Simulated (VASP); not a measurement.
A run of VASP 6.6.1:

Contents of INCAR:

```
PREC = Accurate
ENCUT = 520
EDIFF = 1E-6
ISMEAR = -1
SIGMA = 0.15
LREAL = False
LASPH = True
NELM = 100
ALGO = Normal
ISIF = 2
LWAVE = False
LCHARG = True
GGA = PS
LELF = True
LVHAR = True
NBANDS = 16
```

Contents of KPOINTS:

```
Automatic mesh
0
Gamma
  12 12 12
```

POSCAR

```
SnAs
1.0
    0.0000000000      2.8576715622      2.8576715622
    2.8576715622      0.0000000000      2.8576715622
    2.8576715622      2.8576715622      0.0000000000
Sn As
1 1
Direct
    0.0000000000      0.0000000000      0.0000000000
    0.5000000000      0.5000000000      0.5000000000
```

Potentials or basis: VASP PAW PBE potentials, release 64 (Sn_d, As).

Command:

```bash
$ cat potpaw_PBE.64/Sn_d/POTCAR potpaw_PBE.64/As/POTCAR > POTCAR
$ mpirun -np 1 vasp_std > vasp.out
```

Hardware: 1 thread of Intel(R) Xeon(R) Platinum 8375C CPU @ 2.90GHz (Ice Lake) (shared host).

Question: How long does it take, and how much memory?

Answer: Run time: 36 s on 1 thread of Intel(R) Xeon(R) Platinum 8375C CPU @ 2.90GHz (Ice Lake) (shared host), peak memory 0.2 GiB. Counts: scf iterations 12, k points 72.
